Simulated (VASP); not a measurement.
# Ni (P6_3/mmc) in VASP: notebook

The runs below take Ni through single point, with PBEsol.

All numbers are computed with VASP 6.6.1; they aren't measurements. Logs are shortened: lines on timing, memory, paths and dates and some standing lists are left out, and cuts for length are marked.

### 1 The cell of the first run

It takes space group P6_3/mmc (No. 194, hexagonal). The conventional cell has a = 2.452 Å, b = 2.452 Å, c = 4.012 Å, α = 90.00°, β = 90.00°, γ = 120.00°. Within 3.2 Å of Ni (site symmetry -6m2) lie 12 Ni at 2.45 to 2.46 Å.

### 2 Single point, PBEsol, collinear spin, ferromagnetic start

INCAR reads:

```
SYSTEM = Ni
ALGO = Normal ; EDIFF = 1E-7
ENCUT = 520 ; GGA = PS
ISIF = 2 ; ISMEAR = -1
ISPIN = 2 ; LASPH = .TRUE.
LCHARG = .FALSE. ; LMAXMIX = 4
LORBIT = 11 ; LREAL = .FALSE.
LWAVE = .FALSE. ; MAGMOM = 1 1
NBANDS = 21 ; NELM = 150
PREC = Accurate ; SIGMA = 0.15
```

KPOINTS reads:

```
k-points
0
G
  14 14 8
  0 0 0
```

POSCAR reads:

```
Ni
1.0
    2.4524716896     -0.0000002892      0.0000000000
   -1.2262355944      2.1239029299      0.0000000000
    0.0000000000      0.0000000000      4.0119484632
Ni
2
Direct
    0.3333333092      0.6666666908      0.2500000000
    0.6666666908      0.3333333092      0.7500000000
```

Potentials or basis: VASP PAW PBE potentials, release 64 (Ni).

The run is started by

```
cat potpaw_PBE.64/Ni/POTCAR > POTCAR
mpirun -np 1 vasp_std > vasp.out
```

OUTCAR:

```text
SYSTEM = Ni
   EDIFF = 1E-7
   ENCUT = 520
   GGA = PS
   ISIF = 2
   ISMEAR = -1
   ISPIN = 2
   LASPH = .TRUE.
   LORBIT = 11
   LREAL = .FALSE.
   NELM = 150
   PREC = Accurate

 ion  position               nearest neighbor table
   1  0.333  0.667  0.250-   2 2.46   2 2.46   2 2.46   2 2.46   2 2.46   2 2.46
   2  0.667  0.333  0.750-   1 2.46   1 2.46   1 2.46   1 2.46   1 2.46   1 2.46

  LATTYP: Found a hexagonal cell.
 ALAT       =     2.4524716896
 C/A-ratio  =     1.6358796231

  Lattice vectors:

 A1 = (   2.4524716896,  -0.0000002892,   0.0000000000)
 A2 = (  -1.2262355944,   2.1239029299,   0.0000000000)
 A3 = (   0.0000000000,   0.0000000000,   4.0119484632)

Analysis of symmetry for initial positions (statically):
=====================================================================
 Subroutine PRICEL returns:
 Original cell was already a primitive cell.

 Routine SETGRP: Setting up the symmetry group for a
 hexagonal supercell.

 Subroutine GETGRP returns: Found 24 space group operations
 (whereof 12 operations were pure point group operations)
 out of a pool of 24 trial point group operations.

The static configuration has the point symmetry D_3d.
 The point group associated with its full space group is D_6h.

Analysis of symmetry for dynamics (positions and initial velocities):
=====================================================================
 Subroutine PRICEL returns:
 Original cell was already a primitive cell.

 Routine SETGRP: Setting up the symmetry group for a
 hexagonal supercell.

 Subroutine GETGRP returns: Found 24 space group operations
 (whereof 12 operations were pure point group operations)
 out of a pool of 24 trial point group operations.

The dynamic configuration has the point symmetry D_3d.
 The point group associated with its full space group is D_6h.

Analysis of structural, dynamic, and magnetic symmetry:
=====================================================================
 Subroutine PRICEL returns:
 Original cell was already a primitive cell.

 Routine SETGRP: Setting up the symmetry group for a
 hexagonal supercell.

 Subroutine GETGRP returns: Found 24 space group operations
 (whereof 12 operations were pure point group operations)
 out of a pool of 24 trial point group operations.

The overall configuration has the point symmetry D_3d.
 The point group associated with its full space group is D_6h.

 Subroutine INISYM returns: Found 24 space group operations
 (whereof 12 operations are pure point group operations),
 and found     1 'primitive' translations

----------------------------------------------------------------------------------------

                                     Primitive cell

  volume of cell :      20.8975

  direct lattice vectors                    reciprocal lattice vectors
     2.452471690 -0.000000289  0.000000000     0.407751931  0.235415623  0.000000000
    -1.226235594  2.123902930  0.000000000     0.000000056  0.470831343  0.000000000
     0.000000000  0.000000000  4.011948463     0.000000000  0.000000000  0.249255445

  length of vectors
     2.452471690  2.452471690  4.011948463     0.470831343  0.470831343  0.249255445

  position of ions in fractional coordinates (direct lattice)
     0.333333309  0.666666691  0.250000000
     0.666666691  0.333333309  0.750000000

  ion indices of the primitive-cell ions
   primitive index   ion index
                 1           1
                 2           2

----------------------------------------------------------------------------------------

 KPOINTS: k-points

Automatic generation of k-mesh.
 Grid dimensions read from file:
 generate k-points for:   14   14    8

 Generating k-lattice:

  Cartesian coordinates                     Fractional coordinates (reciprocal lattice)
     0.029125138  0.016815402  0.000000000     0.071428571  0.000000000  0.000000000
     0.000000004  0.033630810  0.000000000     0.000000000  0.071428571  0.000000000
     0.000000000  0.000000000  0.031156931     0.000000000  0.000000000  0.125000000

  Length of vectors
     0.033630810  0.033630810  0.031156931

  Shift w.r.t. Gamma in fractional coordinates (k-lattice)
     0.000000000  0.000000000  0.000000000

 Subroutine IBZKPT returns following result:
 ===========================================

 Found    120 irreducible k-points:

 Following reciprocal coordinates:
            Coordinates               Weight
  0.000000  0.000000  0.000000      1.000000
  0.071429  0.000000  0.000000      6.000000
  0.142857 -0.000000  0.000000      6.000000
  0.214286 -0.000000  0.000000      6.000000
  0.285714 -0.000000  0.000000      6.000000
  0.357143 -0.000000  0.000000      6.000000
[... 16 lines left out ...]
  0.285714  0.285714  0.000000      6.000000
  0.357143  0.285714  0.000000      6.000000
 [... further k-points ...]
   k-points           NKPTS =    120   k-points in BZ     NKDIM =    120   number of bands    NBANDS=     21
   number of dos      NEDOS =    301   number of ions     NIONS =      2
   total plane-waves  NPLWV =   9720
   dimension x,y,z NGX =    18 NGY =   18 NGZ =   30
   dimension x,y,z NGXF=    36 NGYF=   36 NGZF=   60
   ions per type =               2
   NGX,Y,Z   is equivalent  to a cutoff of  12.20, 12.20, 12.43 a.u.
   NGXF,Y,Z  is equivalent  to a cutoff of  24.40, 24.40, 24.86 a.u.
 SYSTEM =  Ni
   PREC   = accura    normal or accurate (medium, high low for compatibility)
   ISTART =      0    job   : 0-new  1-cont  2-samecut
   ICHARG =      2    charge: 1-file 2-atom 10-const
   ISPIN  =      2    spin polarized calculation?
   LNONCOLLINEAR =      F non collinear calculations
   LSORBIT =      F    spin-orbit coupling
   LASPH  =      T    aspherical Exc in radial PAW
   ENCUT  =  520.0 eV  38.22 Ry    6.18 a.u.   4.56  4.56  7.46*2*pi/ulx,y,z
   NELM   =    150;   NELMIN=  2; NELMDL= -5     # of ELM steps
   EDIFF  = 0.1E-06   stopping-criterion for ELM
   LREAL  =      F    real-space projection
   EDIFFG = 0.1E-05   stopping-criterion for IOM
   NSW    =      0    number of steps for IOM
   IBRION =     -1    ionic relax: 0-MD 1-quasi-New 2-CG
   NFREE  =      0    steps in history (QN), initial steepest desc. (CG)
   ISIF   =      2    stress and relaxation
   ISYM   =      2    0-nonsym 1-usesym 2-fastsym
   POTIM  = 0.5000    time-step for ionic-motion
   TEBEG  =    0.0;   TEEND  =   0.0 temperature during run
   PSTRESS=    0.0 pullay stress
   NELECT =      20.0000    total number of electrons
   NUPDOWN=      -1.0000    fix difference up-down
   EMIN   =  10.00;   EMAX   =-10.00  energy-range for DOS
   EFERMI =   0.00;   METHOD = LEGACY
   ISMEAR =    -1;   SIGMA  =   0.15  broadening in eV -4-tet -1-fermi 0-gaus
   EFERMI_NEDOS =   21; number of points for ismear=-14 and -15
   IALGO  =     38    algorithm
   IMIX   =      4    mixing-type and parameters
     AMIX     =   0.40;   BMIX     =  1.00
     AMIX_MAG =   1.60;   BMIX_MAG =  1.00
  volume/ion in A,a.u.               =      10.45        70.51
  Fermi-wavevector in a.u.,A,eV,Ry     =   1.613319  3.048730 35.413206  2.602797
  Thomas-Fermi vector in A             =   2.708407
   LORBIT       =     11    0 simple, 1 ext, 2 COOP (PROOUT), +10 PAW based schemes
   GGA     = PS    functional components
   LHFCALC =     F    Hartree Fock is set to
   AEXX    =    0.0000 exact exchange contribution
   IVDW    =     0    specifies the selected vdW correction
   LEPSILON=     F    determine dielectric tensor
   LRPA    =     F    only Hartree local field effects (RPA)
 spin polarized calculation
  energy-cutoff  :      520.00
  volume of cell :       20.90
 maximum number of plane-waves:       578
   NGX =  9   NGY =  9   NGZ = 15

 number of electron      19.9999986 magnetization       1.1268417

 Free energy of the ion-electron system (eV)
  ---------------------------------------------------
  ext. energy  EPLUGINS =         0.00000000
  ---------------------------------------------------
  free energy    TOTEN  =       -12.35410362 eV

  energy without entropy =      -12.09667623  energy(sigma->0) =      -12.22538992

 E-fermi :   9.7775     XC(G=0): -13.6759

 val. band max:        9.7773479886   @ k =   0.1429   0.0714   0.5000
 cond. band min:       9.7807528211   @ k =   0.3571   0.0714   0.1250
 fundamental gap:      0.0034048325
 Fermi energy:         9.7775002244

 spin component 1

 k-point     1 :       0.0000    0.0000    0.0000
  band No.  band energies     occupation
      1       0.4214      1.00000
      2       4.7338      1.00000
      3       7.3067      1.00000
      4       7.3972      1.00000
      5       7.3972      1.00000
      6       7.6868      1.00000
[... 13 lines left out ...]
     20      36.3210      0.00000
     21      41.2359      0.00000

 k-point     2 :       0.0714    0.0000    0.0000
  band No.  band energies     occupation
      1       0.6045      1.00000
      2       4.8472      1.00000
      3       7.1790      1.00000
      4       7.4785      1.00000
      5       7.5008      1.00000
      6       7.6462      1.00000
[... 13 lines left out ...]
     20      38.4869      0.00000
     21      39.0646      0.00000

 k-point     3 :       0.1429   -0.0000    0.0000
  band No.  band energies     occupation
      1       1.1417      1.00000
      2       5.1489      1.00000
      3       6.9652      1.00000
      4       7.3224      1.00000
      5       7.4958      1.00000
      6       7.7121      1.00000
[... 13 lines left out ...]
     20      39.0243      0.00000
     21      39.9164      0.00000
[... 457 lines left out ...]
 k-point    23 :       0.2857    0.2857    0.0000
  band No.  band energies     occupation
      1       5.7467      1.00000
      2       5.7752      1.00000
      3       6.0738      1.00000
      4       6.1722      1.00000
      5       7.0515      1.00000
      6       7.3038      1.00000
[... 13 lines left out ...]
     20      42.9424      0.00000
     21      44.6361      0.00000

 k-point    24 :       0.3571    0.2857    0.0000
  band No.  band energies     occupation
      1       5.7447      1.00000
      2       5.9088      1.00000
      3       6.0001      1.00000
      4       6.2991      1.00000
      5       7.0923      1.00000
      6       7.1865      1.00000
[... 13 lines left out ...]
     20      43.3947      0.00000
     21      46.1342      0.00000

 [... further k-points ...]

 spin component 2

 k-point     1 :       0.0000    0.0000    0.0000
  band No.  band energies     occupation
      1       0.4209      1.00000
      2       5.0836      1.00000
      3       7.9072      1.00000
      4       7.9814      0.99999
      5       7.9814      0.99999
      6       8.2878      0.99995
[... 13 lines left out ...]
     20      36.4158      0.00000
     21      41.3242      0.00000

 k-point     2 :       0.0714    0.0000    0.0000
  band No.  band energies     occupation
      1       0.6041      1.00000
      2       5.2030      1.00000
      3       7.7593      1.00000
      4       8.0656      0.99999
      5       8.1008      0.99999
      6       8.2435      0.99996
[... 13 lines left out ...]
     20      38.4545      0.00000
     21      39.1315      0.00000

 k-point     3 :       0.1429   -0.0000    0.0000
  band No.  band energies     occupation
      1       1.1427      1.00000
      2       5.5232      1.00000
      3       7.5232      1.00000
      4       7.7079      1.00000
      5       8.0825      0.99999
      6       8.3079      0.99994
[... 13 lines left out ...]
     20      39.1252      0.00000
     21      40.0030      0.00000
[... 457 lines left out ...]
 k-point    23 :       0.2857    0.2857    0.0000
  band No.  band energies     occupation
      1       6.1007      1.00000
      2       6.2044      1.00000
      3       6.5074      1.00000
      4       6.5376      1.00000
      5       7.5813      1.00000
      6       7.8322      1.00000
[... 13 lines left out ...]
     20      42.9811      0.00000
     21      44.7372      0.00000

 k-point    24 :       0.3571    0.2857    0.0000
  band No.  band energies     occupation
      1       6.2085      1.00000
      2       6.2852      1.00000
      3       6.4242      1.00000
      4       6.6556      1.00000
      5       7.6203      1.00000
      6       7.7083      1.00000
[... 13 lines left out ...]
     20      43.4392      0.00000
     21      46.1697      0.00000

 [... further k-points ...]

------------------------ aborting loop because EDIFF is reached ----------------------------------------

  FORCE on cell =-STRESS in cart. coord.  units (eV):
  Direction    XX          YY          ZZ          XY          YZ          ZX
  --------------------------------------------------------------------------------------
  -------------------------------------------------------------------------------------
  Total       -0.0100784     -0.0100784     -0.0070059      0.0000000      0.0000000      0.0000000
  in kB       -0.7726956     -0.7726956     -0.5371322      0.0000000      0.0000000      0.0000000
  external PRESSURE =      -0.6941745 kB  Pullay stress =       0.0000000 kB

 VOLUME and BASIS-vectors are now :
 -----------------------------------------------------------------------------
  energy-cutoff  :      520.00
  volume of cell :       20.90
      direct lattice vectors                 reciprocal lattice vectors
     2.452471690 -0.000000289  0.000000000     0.407751931  0.235415623  0.000000000
    -1.226235594  2.123902930  0.000000000     0.000000056  0.470831343  0.000000000
     0.000000000  0.000000000  4.011948463     0.000000000  0.000000000  0.249255445

 POSITION                                       TOTAL-FORCE (eV/Angst)
 -----------------------------------------------------------------------------------
      0.00000      1.41594      1.00299        -0.000000     -0.000000      0.000000
      1.22624      0.70797      3.00896         0.000000      0.000000      0.000000
 -----------------------------------------------------------------------------------
    total drift:                               -0.000001      0.000000     -0.000002

  FREE ENERGIE OF THE ION-ELECTRON SYSTEM (eV)
  ---------------------------------------------------
  free  energy   TOTEN  =       -12.3541036189 eV

  energy  without entropy=      -12.0966762260  energy(sigma->0) =      -12.22538992

 total charge

# of ion       s       p       d       tot
------------------------------------------
    1        0.517   0.540   8.333   9.390
    2        0.517   0.540   8.333   9.390
--------------------------------------------------
tot          1.034   1.079  16.666  18.779

 magnetization (x)

# of ion       s       p       d       tot
------------------------------------------
    1       -0.005  -0.020   0.593   0.568
    2       -0.005  -0.020   0.593   0.568
--------------------------------------------------
tot         -0.009  -0.041   1.186   1.136
```

It took 3.2 min on 1 thread of AMD EPYC 7R13, shared host; peak memory 0.16 GiB.

What came out:

- Free energy: -12.3541 eV
- Pressure: -0.1 GPa
- Net moment: 1.13 μB per cell
- Site moments: Ni +0.57 μB
- Valence electrons inside the program's atomic spheres: Ni 9.39

Caveat: the PAW data sets were made with another functional, which shifts forces and pressure a little.

### 3 Single point, PBEsol, collinear spin, ferromagnetic start

This run uses another cell than the first one, of 10.57 Å³/atom, 1.011 times its volume.

INCAR reads:

```
  ALGO = Normal
  EDIFF = 1E-7
  ENCUT = 520
  GGA = PS
  ISIF = 2
  ISMEAR = -1
  ISPIN = 2
  LASPH = T
  LCHARG = F
  LMAXMIX = 4
  LORBIT = 11
  LREAL = F
  LWAVE = F
  MAGMOM = 1 1
  NBANDS = 21
  NELM = 150
  PREC = Accurate
  SIGMA = 0.15
```

KPOINTS reads:

```
k-points
0
Gamma
  14 14 8
```

POSCAR reads:

```
Ni
1.0
    2.4480230000      0.0000000000      0.0000000000
   -1.2240110000      2.1200500000      0.0000000000
    0.0000000000      0.0000000000      4.0728080000
Ni
2
Direct
    0.3333333333      0.6666666667      0.2500000000
    0.6666666667      0.3333333333      0.7500000000
```

Potentials or basis: VASP PAW PBE potentials, release 64 (Ni).

The run is started by

```
cat potpaw_PBE.64/Ni/POTCAR > POTCAR
mpirun -np 1 vasp_std > vasp.out
```

Run time: 3.4 min. Hardware: 1 thread of AMD EPYC 7R13, shared host; peak memory 0.16 GiB.

The run converged. Its results:

```
Free energy                                           : -12.3491 eV
Pressure                                              : -2.5 GPa
Net moment                                            : 1.13 μB per cell
Site moments                                          : Ni +0.57 μB
Valence electrons inside the program's atomic spheres : Ni 9.37
```

Stress tensor (GPa, compression positive):
```
-1.07  0.00  0.00
 0.00 -1.07  0.00
 0.00  0.00 -5.30
```

Levels at points of the mesh, in eV from the Fermi level:
Spin up:
```csv
k point,band 7,band 8,band 9,band 10,band 11,band 12,band 13,band 14
"(0.00, 0.00, 0.00)",-2.09,-1.59,-1.59,-0.66,-0.66,-0.59,5.62,23.05
"(0.50, 0.00, 0.00)",-2.07,-0.51,-0.49,-0.39,1.25,3.20,9.39,9.96
"(0.00, 0.00, 0.50)",-2.38,-2.38,-0.95,-0.95,-0.95,-0.95,14.20,14.20
"(0.50, 0.00, 0.50)",-0.96,-0.96,-0.44,-0.44,1.46,1.46,7.04,7.04
```
Spin down:
| k point | band 5 | band 6 | band 7 | band 8 | band 9 | band 10 | band 11 | band 12 | band 13 | band 14 |
| --- | --- | --- | --- | --- | --- | --- | --- | --- | --- | --- |
| (0.00, 0.00, 0.00) | -1.76 | -1.48 | -1.48 | -0.98 | -0.98 | -0.61 | -0.01 | -0.01 | 5.99 | 22.97 |
| (0.50, 0.00, 0.00) | -1.84 | -1.80 | -1.49 | 0.16 | 0.17 | 0.29 | 1.68 | 3.54 | 9.52 | 10.08 |
| (0.00, 0.00, 0.50) | -1.79 | -1.79 | -1.79 | -1.79 | -0.31 | -0.31 | -0.31 | -0.31 | 14.35 | 14.35 |
| (0.50, 0.00, 0.50) | -0.92 | -0.92 | -0.43 | -0.43 | 0.24 | 0.24 | 1.62 | 1.62 | 7.34 | 7.34 |

Caveat: the PAW data sets were made with another functional, which shifts forces and pressure a little.
